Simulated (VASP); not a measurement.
Input of a VASP 6.6.1 run:

POSCAR

```
CdTe
1.0
    0.0000000000      3.2050000000      3.2050000000
    3.2050000000      0.0000000000      3.2050000000
    3.2050000000      3.2050000000      0.0000000000
Te Cd
1 1
Direct
    0.7500000000      0.7500000000      0.7500000000
    0.0000000000      0.0000000000      0.0000000000
```

The input INCAR.step1:

```
ALGO     = Normal         # electronic algorithm
EDIFF    = 1E-5           # SCF threshold, eV
ENCUT    = 520            # plane-wave cutoff, eV
GGA      = PE             # functional
ISIF     = 2              # what is computed and relaxed
ISMEAR   = -1             # smearing method
LASPH    = True           # aspherical terms in the spheres
LCHARG   = False          # write CHGCAR
LREAL    = False          # projectors in reciprocal space
LWAVE    = True           # write WAVECAR
NBANDS   = 16             # bands
NELM     = 100            # most SCF steps
PREC     = Accurate       # precision mode
SIGMA    = 0.05           # smearing width, eV
```

Contents of INCAR.step2:

```
AEXX     = 0.25           # exact-exchange fraction
ALGO     = Normal         # electronic algorithm
EDIFF    = 1E-6           # SCF threshold, eV
ENCUT    = 520            # plane-wave cutoff, eV
GGA      = PS             # functional
HFSCREEN = 0.207          # screening, 1/A
ISIF     = 2              # what is computed and relaxed
ISMEAR   = -1             # smearing method
ISTART   = 1            
LASPH    = True           # aspherical terms in the spheres
LCHARG   = False          # write CHGCAR
LHFCALC  = True           # exact exchange
LREAL    = False          # projectors in reciprocal space
LWAVE    = False          # write WAVECAR
NBANDS   = 16             # bands
NELM     = 100            # most SCF steps
PREC     = Accurate       # precision mode
PRECFOCK = Normal       
SIGMA    = 0.05           # smearing width, eV
```

Contents of KPOINTS:

```
k-points
0
Gamma
  4 4 4
```

Potentials or basis: VASP PAW PBE potentials, release 64 (Te, Cd).

Command:

```bash
$ cat potpaw_PBE.64/Te/POTCAR potpaw_PBE.64/Cd/POTCAR > POTCAR
$ cp INCAR.step1 INCAR
$ mpirun -np 1 vasp_std > vasp.out
$ cp INCAR.step2 INCAR
$ mpirun -np 1 vasp_std > vasp.out
```

(1) Predict the band gap on the k mesh.

(2) Estimate the pressure.

Answers

(1) 1.54 eV, direct.

(2) 1.7 GPa.

Caveat: the k points lie up to 0.42 Å⁻¹ apart; the PAW data sets were made with another functional, which shifts forces and pressure a little; spin-orbit coupling is left out, which moves the levels of the heavy elements.
